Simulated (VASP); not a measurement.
# InPd (P4/mmm) in VASP: a series of runs

The runs below take InPd through single point, with PBE.

All numbers are computed with VASP 6.6.1; they aren't measurements. Logs are shortened: lines on timing, memory, paths and dates and some standing lists are left out, and cuts for length are marked.

### 1 The cell of the first run

Symmetry: P4/mmm, No. 123, tetragonal system. Conventional cell: a = 3.454 Å, b = 3.454 Å, c = 2.936 Å, α = 90.00°, β = 90.00°, γ = 90.00°. Within 3.8 Å of In (site symmetry 4/mmm) lie 8 Pd at 2.85 Å and 6 In at 2.94 to 3.45 Å. Pd (site symmetry 4/mmm) has 8 In at 2.85 Å and 6 Pd at 2.94 to 3.45 Å within 3.8 Å.

### 2 Single point, PBE

INCAR reads:

```
PREC     = Accurate       # precision mode
ENCUT    = 520            # plane-wave cutoff, eV
EDIFF    = 1E-6           # SCF threshold, eV
ISMEAR   = 0              # smearing method
SIGMA    = 0.15           # smearing width, eV
LREAL    = F              # projectors in reciprocal space
LASPH    = T              # aspherical terms in the spheres
NELM     = 100            # most SCF steps
ALGO     = Fast           # electronic algorithm
ISIF     = 2              # what is computed and relaxed
LWAVE    = F              # write WAVECAR
LCHARG   = T              # write CHGCAR
GGA      = PE             # functional
LELF     = T              # ELF
LVHAR    = T            
NBANDS   = 18             # bands
```

KPOINTS reads:

```
Automatic mesh
0
Gamma
  16 16 16
```

POSCAR reads:

```
InPd
1.0
    3.4540214182      0.0000000000      0.0000000000
    0.0000000000      3.4540214182      0.0000000000
    0.0000000000      0.0000000000      2.9359182055
In Pd
1 1
Direct
    0.0000000000      0.0000000000      0.0000000000
    0.5000000000      0.5000000000      0.5000000000
```

Potentials or basis: VASP PAW PBE potentials, release 64 (In_d, Pd).

Started as:

```sh
$ cat potpaw_PBE.64/In_d/POTCAR potpaw_PBE.64/Pd/POTCAR > POTCAR
$ mpirun -np 1 vasp_std > vasp.out
```

OUTCAR:

```text
PREC = Accurate
   ENCUT = 520
   EDIFF = 1E-6
   ISMEAR = 0
   LREAL = F
   LASPH = T
   NELM = 100
   ISIF = 2
   GGA = PE

 ion  position               nearest neighbor table
   1  0.000  0.000  0.000-   2 2.85   2 2.85   2 2.85   2 2.85   2 2.85   2 2.85   2 2.85   2 2.85

   2  0.500  0.500  0.500-   1 2.85   1 2.85   1 2.85   1 2.85   1 2.85   1 2.85   1 2.85   1 2.85

  LATTYP: Found a simple tetragonal cell.
 ALAT       =     3.4540214182
 C/A-ratio  =     0.8500000000

  Lattice vectors:

 A1 = (   3.4540214182,   0.0000000000,   0.0000000000)
 A2 = (   0.0000000000,   3.4540214182,   0.0000000000)
 A3 = (   0.0000000000,   0.0000000000,   2.9359182055)

Analysis of symmetry for initial positions (statically):
=====================================================================
 Subroutine PRICEL returns:
 Original cell was already a primitive cell.

 Routine SETGRP: Setting up the symmetry group for a
 simple tetragonal supercell.

 Subroutine GETGRP returns: Found 16 space group operations
 (whereof 16 operations were pure point group operations)
 out of a pool of 16 trial point group operations.

The static configuration has the point symmetry D_4h.

Analysis of symmetry for dynamics (positions and initial velocities):
=====================================================================
 Subroutine PRICEL returns:
 Original cell was already a primitive cell.

 Routine SETGRP: Setting up the symmetry group for a
 simple tetragonal supercell.

 Subroutine GETGRP returns: Found 16 space group operations
 (whereof 16 operations were pure point group operations)
 out of a pool of 16 trial point group operations.

The dynamic configuration has the point symmetry D_4h.

 Subroutine INISYM returns: Found 16 space group operations
 (whereof 16 operations are pure point group operations),
 and found     1 'primitive' translations

----------------------------------------------------------------------------------------

                                     Primitive cell

  volume of cell :      35.0263

  direct lattice vectors                    reciprocal lattice vectors
     3.454021418  0.000000000  0.000000000     0.289517603  0.000000000  0.000000000
     0.000000000  3.454021418  0.000000000     0.000000000  0.289517603  0.000000000
     0.000000000  0.000000000  2.935918206     0.000000000  0.000000000  0.340608944

  length of vectors
     3.454021418  3.454021418  2.935918206     0.289517603  0.289517603  0.340608944

  position of ions in fractional coordinates (direct lattice)
[... 75 lines left out ...]
   LSORBIT =      F    spin-orbit coupling
   LASPH  =      T    aspherical Exc in radial PAW
   ENCUT  =  520.0 eV  38.22 Ry    6.18 a.u.   6.42  6.42  5.46*2*pi/ulx,y,z
   NELM   =    100;   NELMIN=  2; NELMDL= -5     # of ELM steps
   EDIFF  = 0.1E-05   stopping-criterion for ELM
   LREAL  =      F    real-space projection
   EDIFFG = 0.1E-04   stopping-criterion for IOM
   NSW    =      0    number of steps for IOM
   IBRION =     -1    ionic relax: 0-MD 1-quasi-New 2-CG
   NFREE  =      0    steps in history (QN), initial steepest desc. (CG)
   ISIF   =      2    stress and relaxation
   ISYM   =      2    0-nonsym 1-usesym 2-fastsym
   POTIM  = 0.5000    time-step for ionic-motion
   TEBEG  =    0.0;   TEEND  =   0.0 temperature during run
   PSTRESS=    0.0 pullay stress
   NELECT =      23.0000    total number of electrons
   NUPDOWN=      -1.0000    fix difference up-down
   EMIN   =  10.00;   EMAX   =-10.00  energy-range for DOS
   EFERMI =   0.00;   METHOD = LEGACY
   ISMEAR =     0;   SIGMA  =   0.15  broadening in eV -4-tet -1-fermi 0-gaus
   EFERMI_NEDOS =   21; number of points for ismear=-14 and -15
   IALGO  =     68    algorithm
   IMIX   =      4    mixing-type and parameters
     AMIX     =   0.40;   BMIX     =  1.00
     AMIX_MAG =   1.60;   BMIX_MAG =  1.00
  volume/ion in A,a.u.               =      17.51       118.18
  Fermi-wavevector in a.u.,A,eV,Ry     =   1.422938  2.688964 27.548447  2.024754
  Thomas-Fermi vector in A             =   2.543589
   LORBIT       =      0    0 simple, 1 ext, 2 COOP (PROOUT), +10 PAW based schemes
   GGA     = PE    functional components
   LHFCALC =     F    Hartree Fock is set to
   AEXX    =    0.0000 exact exchange contribution
   IVDW    =     0    specifies the selected vdW correction
   LEPSILON=     F    determine dielectric tensor
   LRPA    =     F    only Hartree local field effects (RPA)
 non-spin polarized calculation
 RMM-DIIS sequential band-by-band and
 Gauss-broadening in eV      SIGMA  =   0.15
  energy-cutoff  :      520.00
  volume of cell :       35.03
 maximum number of plane-waves:       967
 NGX is ok and might be reduce to    28
   NGX = 13   NGY = 13   NGZ = 11

 number of electron      23.0000000 magnetization

 Free energy of the ion-electron system (eV)
  ---------------------------------------------------
  ext. energy  EPLUGINS =         0.00000000
  ---------------------------------------------------
  free energy    TOTEN  =        -8.65108124 eV

  energy without entropy =       -8.64219758  energy(sigma->0) =       -8.64663941

 E-fermi :  10.5642     XC(G=0): -12.2266

 val. band max:       10.5533683726   @ k =   0.0000   0.0000   0.4375
 cond. band min:      10.5902278688   @ k =   0.3750   0.3125   0.1875
 fundamental gap:      0.0368594962
 Fermi energy:        10.5641541604

 k-point     1 :       0.0000    0.0000    0.0000
  band No.  band energies     occupation
      1      -4.7451      2.00000
      2      -4.4093      2.00000
      3      -4.1665      2.00000
      4      -4.0299      2.00000
      5      -4.0299      2.00000
      6       0.4020      2.00000
[... 481 lines left out ...]
      5      -4.0252      2.00000
      6       3.3736      2.00000
[... 10 lines left out ...]
     17      23.8932      0.00000
     18      24.1679      0.00000

 [... further k-points ...]
[... 5 lines left out ...]
  --------------------------------------------------------------------------------------
  -------------------------------------------------------------------------------------
  Total        0.3838107      0.3838107      2.3833575      0.0000000     -0.0000000      0.0000000
  in kB       17.5563251     17.5563251    109.0198978      0.0000000     -0.0000000      0.0000000
  external PRESSURE =      48.0441826 kB  Pullay stress =       0.0000000 kB

 VOLUME and BASIS-vectors are now :
 -----------------------------------------------------------------------------
  energy-cutoff  :      520.00
  volume of cell :       35.03
      direct lattice vectors                 reciprocal lattice vectors
     3.454021418  0.000000000  0.000000000     0.289517603  0.000000000  0.000000000
     0.000000000  3.454021418  0.000000000     0.000000000  0.289517603  0.000000000
     0.000000000  0.000000000  2.935918206     0.000000000  0.000000000  0.340608944

 POSITION                                       TOTAL-FORCE (eV/Angst)
 -----------------------------------------------------------------------------------
      0.00000      0.00000      0.00000         0.000000      0.000000      0.000000
      1.72701      1.72701      1.46796         0.000000      0.000000      0.000000
 -----------------------------------------------------------------------------------
    total drift:                                0.000000      0.000000      0.000000

  FREE ENERGIE OF THE ION-ELECTRON SYSTEM (eV)
  ---------------------------------------------------
  free  energy   TOTEN  =        -8.6510812412 eV

  energy  without entropy=       -8.6421975805  energy(sigma->0) =       -8.64663941
```

stdout:

```text
POSCAR found type information on POSCAR InPd
 POSCAR found :  2 types and       2 ions
 scaLAPACK will be used
 LDA part: xc-table for (Slater+PW92), standard interpolation
 POSCAR, INCAR and KPOINTS ok, starting setup
 FFT: planning ... GRIDC
 FFT: planning ... GRID_SOFT
 FFT: planning ... GRID
 WAVECAR not read
 entering main loop
WARNING in EDDRMM: call to ZHEGV failed, returncode =   8  4     17
WARNING in EDDRMM: call to ZHEGV failed, returncode =   8  4     17
WARNING in EDDRMM: call to ZHEGV failed, returncode =   6  3     16
WARNING in EDDRMM: call to ZHEGV failed, returncode =   6  3     16
WARNING in EDDRMM: call to ZHEGV failed, returncode =   8  4     16
WARNING in EDDRMM: call to ZHEGV failed, returncode =   8  4     18
WARNING in EDDRMM: call to ZHEGV failed, returncode =   6  3     18
WARNING in EDDRMM: call to ZHEGV failed, returncode =   8  4     16
WARNING in EDDRMM: call to ZHEGV failed, returncode =   6  3     13
```

Wall time 2.6 min (1 thread of AMD EPYC 9R14 (Zen 4), shared host); peak memory 0.34 GiB.

What came out:

```yaml
Free_energy: -8.6511 eV
Pressure: 4.8 GPa
Band_gap_on_the_k_mesh: zero (an odd number of electrons rules out a gap without spin polarisation)
```

Stress tensor (GPa, compression positive):
```
 1.76  0.00  0.00
 0.00  1.76  0.00
 0.00  0.00 10.90
```

Caveat: the cell stands under pressure; spin-orbit coupling is left out, which moves the levels of the heavy elements.

[end of part 1 of 2]
